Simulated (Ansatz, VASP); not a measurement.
Sc: VASP beside Ansatz

```xyz
2
Lattice="3.4158 0.0000 0.0000 -1.7079 2.9582 0.0000 0.0000 0.0000 5.4435" Properties=species:S:1:pos:R:3 pbc="T T T"
Sc    0.0000    1.9721    1.3609
Sc    1.7079    0.9861    4.0826
```

Alike in both runs: task single point; functional PBE; k mesh 8 × 8 × 5; no spin polarisation.

```csv
,VASP,Ansatz
version,VASP 6.6.1,Ansatz 0.2.0
potentials or method,"VASP PAW PBE potentials, release 64 (Sc_sv), cutoff 520 eV","plane waves, PAW"
occupations,"methfessel-paxton of order 1, width 0.1 eV",cold
valence electrons in the cell,22,22
```

```tsv
	VASP	Ansatz	Ansatz less VASP
pressure (GPa)	-4.9	-4.9	-0.01
traceless stress, the component that is largest in VASP (GPa)	-0.73	-0.75	-0.021
```
